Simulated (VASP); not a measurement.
# CsTaS2 (P-6m2) in VASP: notebook

Runs on CsTaS2. Level: PBE. Tasks: single point, relaxation of cell and atoms.

All numbers are computed with VASP 6.6.1; they aren't measurements. Logs are shortened: lines on timing, memory, paths and dates and some standing lists are left out, and cuts for length are marked.

## (1) The cell of the first run

Symmetry: P-6m2, No. 187, hexagonal system. The conventional cell has a = 3.542 Å, b = 3.542 Å, c = 8.268 Å, α = 90.00°, β = 90.00°, γ = 120.00°. Within 4.4 Å of Cs (site symmetry -6m2) lie 6 S at 3.33 Å and 6 Cs at 3.54 Å. Within 3.3 Å of Ta (site symmetry -6m2) lie 6 S at 2.54 Å. S (site symmetry 3m) has 3 Ta at 2.54 Å and 1 S at 3.01 Å within 3.3 Å.

## (2) Single point, PBE

Input file INCAR:

```
SYSTEM = CsTaS2
ALGO     = Normal         ! electronic algorithm
EDIFF    = 1E-7           ! SCF threshold, eV
ENCUT    = 520            ! plane-wave cutoff, eV
GGA      = PE             ! functional
ISIF     = 2              ! what is computed and relaxed
ISMEAR   = 0              ! smearing method
LASPH    = .TRUE.         ! aspherical terms in the spheres
LCHARG   = .FALSE.        ! write CHGCAR
LREAL    = .FALSE.        ! projectors in reciprocal space
LWAVE    = .FALSE.        ! write WAVECAR
NBANDS   = 24             ! bands
NELM     = 100            ! most SCF steps
PREC     = Accurate       ! precision mode
SIGMA    = 0.01           ! smearing width, eV
```

Input file KPOINTS:

```
k-points
0
G
  12 12 4
  0 0 0
```

Input file POSCAR:

```
CsTaS2
1.0
    3.5423835622      0.0000000000      0.0000000000
   -1.7711917811      3.0677941548      0.0000000000
    0.0000000000      0.0000000000      8.2684810333
Cs Ta S
1 1 2
Direct
    0.3333333333      0.6666666667      0.5000000000
    0.6666666667      0.3333333333      0.0000000000
    0.0000000000      0.0000000000      0.1817698639
    0.0000000000      0.0000000000      0.8182301361
```

Potentials or basis: VASP PAW PBE potentials, release 64 (Cs_sv, Ta_pv, S).

Started as:

```bash
cat potpaw_PBE.64/Cs_sv/POTCAR potpaw_PBE.64/Ta_pv/POTCAR potpaw_PBE.64/S/POTCAR > POTCAR
mpirun -np 1 vasp_std > vasp.out
```

OUTCAR:

```text
SYSTEM = CsTaS2
   EDIFF = 1E-7
   ENCUT = 520
   GGA = PE
   ISIF = 2
   ISMEAR = 0
   LASPH = .TRUE.
   LREAL = .FALSE.
   NELM = 100
   PREC = Accurate

 ion  position               nearest neighbor table
   1  0.333  0.667  0.500-
   2  0.667  0.333  0.000-   3 2.54   4 2.54   3 2.54   4 2.54   3 2.54   4 2.54
   3  0.000  0.000  0.182-   2 2.54   2 2.54   2 2.54
   4  0.000  0.000  0.818-   2 2.54   2 2.54   2 2.54

  LATTYP: Found a hexagonal cell.
 ALAT       =     3.5423835622
 C/A-ratio  =     2.3341574644

  Lattice vectors:

 A1 = (   3.5423835622,   0.0000000000,   0.0000000000)
 A2 = (  -1.7711917811,   3.0677941548,   0.0000000000)
 A3 = (   0.0000000000,   0.0000000000,   8.2684810333)

Analysis of symmetry for initial positions (statically):
=====================================================================
 Subroutine PRICEL returns:
 Original cell was already a primitive cell.

 Routine SETGRP: Setting up the symmetry group for a
 hexagonal supercell.

 Subroutine GETGRP returns: Found 12 space group operations
 (whereof 12 operations were pure point group operations)
 out of a pool of 24 trial point group operations.

The static configuration has the point symmetry D_3h.

Analysis of symmetry for dynamics (positions and initial velocities):
=====================================================================
 Subroutine PRICEL returns:
 Original cell was already a primitive cell.

 Routine SETGRP: Setting up the symmetry group for a
 hexagonal supercell.

 Subroutine GETGRP returns: Found 12 space group operations
 (whereof 12 operations were pure point group operations)
 out of a pool of 24 trial point group operations.

The dynamic configuration has the point symmetry D_3h.

 Subroutine INISYM returns: Found 12 space group operations
 (whereof 12 operations are pure point group operations),
 and found     1 'primitive' translations

----------------------------------------------------------------------------------------

                                     Primitive cell

  volume of cell :      89.8561

  direct lattice vectors                    reciprocal lattice vectors
     3.542383562  0.000000000  0.000000000     0.282295800  0.162983556  0.000000000
    -1.771191781  3.067794155  0.000000000     0.000000000  0.325967112  0.000000000
     0.000000000  0.000000000  8.268481033     0.000000000  0.000000000  0.120941198

  length of vectors
     3.542383562  3.542383562  8.268481033     0.325967112  0.325967112  0.120941198

  position of ions in fractional coordinates (direct lattice)
     0.333333333  0.666666667  0.500000000
     0.666666667  0.333333333  0.000000000
     0.000000000  0.000000000  0.181769864
     0.000000000  0.000000000  0.818230136

  ion indices of the primitive-cell ions
   primitive index   ion index
                 1           1
                 2           2
                 3           3
                 4           4

----------------------------------------------------------------------------------------

 KPOINTS: k-points

Automatic generation of k-mesh.
 Grid dimensions read from file:
 generate k-points for:   12   12    4

 Generating k-lattice:

  Cartesian coordinates                     Fractional coordinates (reciprocal lattice)
     0.023524650  0.013581963  0.000000000     0.083333333  0.000000000  0.000000000
     0.000000000  0.027163926  0.000000000     0.000000000  0.083333333  0.000000000
     0.000000000  0.000000000  0.030235299     0.000000000  0.000000000  0.250000000

  Length of vectors
     0.027163926  0.027163926  0.030235299

  Shift w.r.t. Gamma in fractional coordinates (k-lattice)
     0.000000000  0.000000000  0.000000000

 Subroutine IBZKPT returns following result:
 ===========================================

 Found     57 irreducible k-points:

 Following reciprocal coordinates:
            Coordinates               Weight
  0.000000  0.000000  0.000000      1.000000
  0.083333  0.000000  0.000000      6.000000
  0.166667  0.000000  0.000000      6.000000
  0.250000  0.000000  0.000000      6.000000
  0.333333  0.000000  0.000000      6.000000
  0.416667  0.000000  0.000000      6.000000
[... 16 lines left out ...]
  0.250000  0.000000  0.250000     12.000000
  0.333333  0.000000  0.250000     12.000000
 [... further k-points ...]
   k-points           NKPTS =     57   k-points in BZ     NKDIM =     57   number of bands    NBANDS=     24
   number of dos      NEDOS =    301   number of ions     NIONS =      4
   total plane-waves  NPLWV =  50176
   dimension x,y,z NGX =    28 NGY =   28 NGZ =   64
   dimension x,y,z NGXF=    56 NGYF=   56 NGZF=  128
   ions per type =               1   1   2
   NGX,Y,Z   is equivalent  to a cutoff of  13.14, 13.14, 12.87 a.u.
   NGXF,Y,Z  is equivalent  to a cutoff of  26.28, 26.28, 25.74 a.u.
 SYSTEM =  CsTaS2
   PREC   = accura    normal or accurate (medium, high low for compatibility)
   ISTART =      0    job   : 0-new  1-cont  2-samecut
   ICHARG =      2    charge: 1-file 2-atom 10-const
   ISPIN  =      1    spin polarized calculation?
   LNONCOLLINEAR =      F non collinear calculations
   LSORBIT =      F    spin-orbit coupling
   LASPH  =      T    aspherical Exc in radial PAW
   ENCUT  =  520.0 eV  38.22 Ry    6.18 a.u.   6.59  6.59 15.37*2*pi/ulx,y,z
   NELM   =    100;   NELMIN=  2; NELMDL= -5     # of ELM steps
   EDIFF  = 0.1E-06   stopping-criterion for ELM
   LREAL  =      F    real-space projection
   EDIFFG = 0.1E-05   stopping-criterion for IOM
   NSW    =      0    number of steps for IOM
   IBRION =     -1    ionic relax: 0-MD 1-quasi-New 2-CG
   NFREE  =      0    steps in history (QN), initial steepest desc. (CG)
   ISIF   =      2    stress and relaxation
   ISYM   =      2    0-nonsym 1-usesym 2-fastsym
   POTIM  = 0.5000    time-step for ionic-motion
   TEBEG  =    0.0;   TEEND  =   0.0 temperature during run
   PSTRESS=    0.0 pullay stress
   NELECT =      32.0000    total number of electrons
   NUPDOWN=      -1.0000    fix difference up-down
   EMIN   =  10.00;   EMAX   =-10.00  energy-range for DOS
   EFERMI =   0.00;   METHOD = LEGACY
   ISMEAR =     0;   SIGMA  =   0.01  broadening in eV -4-tet -1-fermi 0-gaus
   EFERMI_NEDOS =   21; number of points for ismear=-14 and -15
   IALGO  =     38    algorithm
   IMIX   =      4    mixing-type and parameters
     AMIX     =   0.40;   BMIX     =  1.00
     AMIX_MAG =   1.60;   BMIX_MAG =  1.00
  volume/ion in A,a.u.               =      22.46       151.59
  Fermi-wavevector in a.u.,A,eV,Ry     =   1.160403  2.192844 18.320734  1.346536
  Thomas-Fermi vector in A             =   2.296986
   LORBIT       =      0    0 simple, 1 ext, 2 COOP (PROOUT), +10 PAW based schemes
   GGA     = PE    functional components
   LHFCALC =     F    Hartree Fock is set to
   AEXX    =    0.0000 exact exchange contribution
   IVDW    =     0    specifies the selected vdW correction
   LEPSILON=     F    determine dielectric tensor
   LRPA    =     F    only Hartree local field effects (RPA)
 non-spin polarized calculation
 Gauss-broadening in eV      SIGMA  =   0.01
  energy-cutoff  :      520.00
  volume of cell :       89.86
 maximum number of plane-waves:      2452
 NGX is ok and might be reduce to    28
   NGX = 13   NGY = 13   NGZ = 31

 number of electron      32.0000003 magnetization

 Free energy of the ion-electron system (eV)
  ---------------------------------------------------
  ext. energy  EPLUGINS =         0.00000000
  ---------------------------------------------------
  free energy    TOTEN  =       -24.90298442 eV

  energy without entropy =      -24.90298442  energy(sigma->0) =      -24.90298442

 E-fermi :   6.6021     XC(G=0): -10.3353

 val. band max:        6.5479923193   @ k =   0.0000   0.0000   0.5000
 cond. band min:       6.6634633354   @ k =   0.5000   0.0000   0.5000
 fundamental gap:      0.1154710161
 Fermi energy:         6.6020585456

 k-point     1 :       0.0000    0.0000    0.0000
  band No.  band energies     occupation
      1     -29.1435      2.00000
      2     -29.0916      2.00000
      3     -29.0916      2.00000
      4     -18.0270      2.00000
      5      -8.7612      2.00000
      6      -7.7652      2.00000
[... 16 lines left out ...]
     23      10.1957      0.00000
     24      10.1957      0.00000

 k-point     2 :       0.0833    0.0000    0.0000
  band No.  band energies     occupation
      1     -29.1415      2.00000
      2     -29.1024      2.00000
      3     -29.0942      2.00000
      4     -17.9880      2.00000
      5      -8.6921      2.00000
      6      -7.7259      2.00000
[... 16 lines left out ...]
     23       9.7972      0.00000
     24      10.3900      0.00000

 k-point     3 :       0.1667    0.0000    0.0000
  band No.  band energies     occupation
      1     -29.1361      2.00000
      2     -29.1317      2.00000
      3     -29.1010      2.00000
      4     -17.8787      2.00000
      5      -8.4996      2.00000
      6      -7.6147      2.00000
[... 16 lines left out ...]
     23      10.0377      0.00000
     24      11.0212      0.00000

 k-point     4 :       0.2500    0.0000    0.0000
  band No.  band energies     occupation
      1     -29.1714      2.00000
      2     -29.1288      2.00000
      3     -29.1103      2.00000
      4     -17.7221      2.00000
      5      -8.2287      2.00000
      6      -7.4524      2.00000
[... 16 lines left out ...]
     23      10.3602      0.00000
     24      11.0420      0.00000

 k-point     5 :       0.3333    0.0000    0.0000
  band No.  band energies     occupation
      1     -29.2108      2.00000
      2     -29.1215      2.00000
      3     -29.1196      2.00000
      4     -17.5558      2.00000
      5      -7.9555      2.00000
      6      -7.2755      2.00000
[... 451 lines left out ...]
 k-point    22 :       0.1667    0.0000    0.2500
  band No.  band energies     occupation
      1     -29.1361      2.00000
      2     -29.1317      2.00000
      3     -29.1010      2.00000
      4     -17.8786      2.00000
      5      -8.5830      2.00000
      6      -7.4591      2.00000
[... 16 lines left out ...]
     23      10.1084      0.00000
     24      10.9816      0.00000

 k-point    23 :       0.2500    0.0000    0.2500
  band No.  band energies     occupation
      1     -29.1715      2.00000
      2     -29.1288      2.00000
      3     -29.1103      2.00000
      4     -17.7220      2.00000
      5      -8.2876      2.00000
      6      -7.3543      2.00000
[... 16 lines left out ...]
     23      10.4232      0.00000
     24      11.6148      0.00000

 k-point    24 :       0.3333    0.0000    0.2500
  band No.  band energies     occupation
      1     -29.2108      2.00000
      2     -29.1215      2.00000
      3     -29.1195      2.00000
      4     -17.5558      2.00000
      5      -7.9728      2.00000
      6      -7.2595      2.00000
[... 16 lines left out ...]
     23      10.6238      0.00000
     24      12.1605      0.00000

 [... further k-points ...]
[... 5 lines left out ...]
  --------------------------------------------------------------------------------------
  -------------------------------------------------------------------------------------
  Total        0.1106926      0.1106926      0.0991752      0.0000000      0.0000000     -0.0000000
  in kB        1.9737021      1.9737021      1.7683416      0.0000000      0.0000000     -0.0000000
  external PRESSURE =       1.9052486 kB  Pullay stress =       0.0000000 kB

 VOLUME and BASIS-vectors are now :
 -----------------------------------------------------------------------------
  energy-cutoff  :      520.00
  volume of cell :       89.86
      direct lattice vectors                 reciprocal lattice vectors
     3.542383562  0.000000000  0.000000000     0.282295800  0.162983556  0.000000000
    -1.771191781  3.067794155  0.000000000     0.000000000  0.325967112  0.000000000
     0.000000000  0.000000000  8.268481033     0.000000000  0.000000000  0.120941198

 POSITION                                       TOTAL-FORCE (eV/Angst)
 -----------------------------------------------------------------------------------
     -0.00000      2.04520      4.13424         0.000000     -0.000000      0.000000
      1.77119      1.02260      0.00000        -0.000000     -0.000000      0.000000
      0.00000      0.00000      1.50296        -0.000000      0.000000     -0.020952
      0.00000      0.00000      6.76552        -0.000000      0.000000      0.020952
 -----------------------------------------------------------------------------------
    total drift:                                0.000000     -0.000000      0.000000

  FREE ENERGIE OF THE ION-ELECTRON SYSTEM (eV)
  ---------------------------------------------------
  free  energy   TOTEN  =       -24.9029844230 eV

  energy  without entropy=      -24.9029844230  energy(sigma->0) =      -24.90298442
```

Run time: 94 s. Hardware: 1 thread of Intel Xeon Platinum 8488C (Sapphire Rapids), shared host; peak memory 0.29 GiB.

What came out:

```yaml
Free_energy: -24.9030 eV
Pressure: 0.2 GPa
Largest_force: 0.021 eV/Å
Band_gap_on_the_k_mesh: 0.12 eV, indirect (least direct gap 0.62 eV)
```

Forces in eV/Å, atoms in the order of the input:
```
Cs   0.000  0.000  0.000
Ta   0.000  0.000  0.000
S    0.000  0.000 -0.021
S    0.000  0.000  0.021
```

Levels at points of the mesh, in eV from the valence-band top:
| k point | band 14 | band 15 | band 16 | band 17 | band 18 | band 19 |
| --- | --- | --- | --- | --- | --- | --- |
| (0.00, 0.00, 0.00) | -3.22 | -2.46 | -0.52 | 0.81 | 1.31 | 1.31 |
| (0.50, 0.00, 0.00) | -3.41 | -3.40 | -1.76 | 0.24 | 1.20 | 1.79 |
| (0.00, 0.00, 0.50) | -3.22 | -3.22 | 0.00 | 0.62 | 1.35 | 1.35 |
| (0.50, 0.00, 0.50) | -3.51 | -3.43 | -1.49 | 0.12 | 1.67 | 1.72 |

Caveat: spin-orbit coupling is left out, which moves the levels of the heavy elements. A k mesh can miss the band edges.

## (3) Relaxation of cell and atoms, PBE

Input file INCAR:

```
PREC = Accurate
ENCUT = 600
EDIFF = 1E-6
ISMEAR = 0
SIGMA = 0.01
LREAL = F
LASPH = T
NELM = 100
ALGO = Normal
ISIF = 3
LWAVE = F
LCHARG = F
GGA = PE
IBRION = 2
NSW = 100
EDIFFG = -0.01
```

Input file KPOINTS:

```
regular mesh
0
Gamma
  12 12 4
```

Input file POSCAR:

```
CsTaS2
1.0
    3.5438216439      0.0000000000      0.0000000000
   -1.7719108219      3.0690395701      0.0000000000
    0.0000000000      0.0000000000      8.2743083485
Cs Ta S
1 1 2
Direct
    0.3333333333      0.6666666667      0.5000000000
    0.6666666667      0.3333333333      0.0000000000
    0.0000000000      0.0000000000      0.1815726453
    0.0000000000      0.0000000000      0.8184273547
```

Potentials or basis: VASP PAW PBE potentials, release 64 (Cs_sv, Ta_pv, S).

Started as:

```bash
cat potpaw_PBE.64/Cs_sv/POTCAR potpaw_PBE.64/Ta_pv/POTCAR potpaw_PBE.64/S/POTCAR > POTCAR
mpirun -np 1 vasp_std > vasp.out
```

Wall time 4.5 min (1 thread of Intel Xeon Platinum 8488C (Sapphire Rapids), shared host); peak memory 0.33 GiB.

Results (log left out):

- Free energy: -24.9039 eV
- Relaxed volume: 22.54 Å³/atom
- Relaxed cell: a = 3.546 Å, b = 3.546 Å, c = 8.278 Å, α = 90.00°, β = 90.00°, γ = 120.00°
- Space group after relaxing (to 0.05 Å): P-6m2 (No. 187)
- Energy gained by relaxing: 0.0 meV/atom
- Ionic steps: 8
- Pressure after relaxing: 0.0 GPa
- Largest force after relaxing: 0.006 eV/Å
- Band gap on the k mesh: 0.11 eV, indirect (least direct gap 0.60 eV)

Forces in eV/Å, atoms in the order of the input:
```
Cs   0.000  0.000  0.000
Ta   0.000  0.000  0.000
S    0.000  0.000 -0.006
S    0.000  0.000  0.006
```

Final structure:
```
Cs Ta S
1.0
     3.54644    0.00000    0.00000
    -1.77322    3.07130    0.00000
     0.00000    0.00000    8.27836
Cs Ta S
1 1 2
Direct
  0.33333 0.66667 0.50000
  0.66667 0.33333 0.00000
  0.00000 0.00000 0.18142
  0.00000 0.00000 0.81858
```

Levels at points of the mesh, in eV from the valence-band top:
```csv
k point,band 12,band 13,band 14,band 15,band 16,band 17,band 18,band 19,band 20
"(0.00, 0.00, 0.00)",-4.19,-3.23,-3.23,-2.47,-0.52,0.80,1.30,1.30,1.38
"(0.50, 0.00, 0.00)",-5.46,-4.53,-3.41,-3.41,-1.76,0.23,1.19,1.77,1.91
"(0.00, 0.00, 0.50)",-4.20,-3.50,-3.23,-3.23,0.00,0.60,1.35,1.35,1.53
"(0.50, 0.00, 0.50)",-5.69,-4.46,-3.51,-3.43,-1.49,0.11,1.66,1.71,1.95
```

Caveat: spin-orbit coupling is left out, which moves the levels of the heavy elements. A k mesh can miss the band edges.

## (4) Single point, PBE

Input file INCAR:

```
PREC = Accurate
ENCUT = 520
EDIFF = 1E-6
ISMEAR = 0
SIGMA = 0.01
LREAL = F
LASPH = T
NELM = 100
ALGO = Normal
ISIF = 2
LWAVE = F
LCHARG = T
GGA = PE
LELF = T
LVHAR = T
NBANDS = 24
```

KPOINTS is that of step 3.

Input file POSCAR:

```
CsTaS2
1.0
    3.5423835622      0.0000000000      0.0000000000
   -1.7711917811      3.0677941548      0.0000000000
    0.0000000000      0.0000000000      8.2684810333
Cs Ta S
1 1 2
Direct
    0.3333333333      0.6666666667      0.5000000000
    0.6666666667      0.3333333333      0.0000000000
    0.0000000000      0.0000000000      0.1817698639
    0.0000000000      0.0000000000      0.8182301361
```

Started as:

```bash
cat potpaw_PBE.64/Cs_sv/POTCAR potpaw_PBE.64/Ta_pv/POTCAR potpaw_PBE.64/S/POTCAR > POTCAR
mpirun -np 1 vasp_std > vasp.out
```

It took 92 s on 1 thread of Intel Xeon Platinum 8488C (Sapphire Rapids), shared host; peak memory 0.29 GiB.

Results (log left out):

- Free energy: -24.9030 eV
- Pressure: 0.2 GPa
- Largest force: 0.021 eV/Å
- Band gap on the k mesh: 0.12 eV, indirect (least direct gap 0.62 eV)

Forces on the atoms (eV/Å):
```
Cs   0.000  0.000  0.000
Ta   0.000  0.000  0.000
S    0.000  0.000 -0.021
S    0.000  0.000  0.021
```

Levels at points of the mesh, in eV from the valence-band top:
| k point | band 14 | band 15 | band 16 | band 17 | band 18 | band 19 |
| --- | --- | --- | --- | --- | --- | --- |
| (0.00, 0.00, 0.00) | -3.22 | -2.46 | -0.52 | 0.81 | 1.31 | 1.31 |
| (0.50, 0.00, 0.00) | -3.41 | -3.40 | -1.76 | 0.24 | 1.20 | 1.79 |
| (0.00, 0.00, 0.50) | -3.22 | -3.22 | 0.00 | 0.62 | 1.35 | 1.35 |
| (0.50, 0.00, 0.50) | -3.51 | -3.43 | -1.49 | 0.12 | 1.67 | 1.72 |

Caveat: spin-orbit coupling is left out, which moves the levels of the heavy elements.
